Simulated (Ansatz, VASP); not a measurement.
**W in VASP and in Ansatz**

```
CELL_PARAMETERS angstrom
2.85459 0.00000 0.00000
-1.42730 2.47215 0.00000
0.00000 0.00000 24.32307
ATOMIC_POSITIONS crystal
W 0.66667 0.33333 0.30835
W 0.33333 0.66667 0.40417
W 0.00000 0.00000 0.50000
W 0.66667 0.33333 0.59583
W 0.33333 0.66667 0.69165
```

Alike in both runs: task single point; functional PBEsol; k mesh 12 × 12 × 1; occupations gaussian, width 0.1 eV; no spin polarisation.

|  | VASP | Ansatz |
| --- | --- | --- |
| version | VASP 6.6.1 | Ansatz 0.2.0 |
| potentials or method | VASP PAW PBE potentials, release 64 (W_sv), cutoff 520 eV | scalar-relativistic, plane waves, PAW |
| valence electrons in the cell | 70 | 70 |

```tsv
	VASP	Ansatz	Ansatz less VASP
gap on the k mesh at the Fermi level (eV)	none	none	-
rms of the force components (eV/Å)	0.087	0.094	+0.0075
work function, face that differs most (eV)	5.10	5.10	-0.002
```

VASP's potentials were made for PBE, not for PBEsol. Atom by atom the forces differ by 0.009 eV/Å (rms over components). A gap of «none» marks a metal or a gap that the smearing closes. With one functional, cell and mesh, what is left measures potentials, basis and numerics. Ansatz's warnings: xc potential rough in thin density.

Spin-orbit coupling is off throughout.
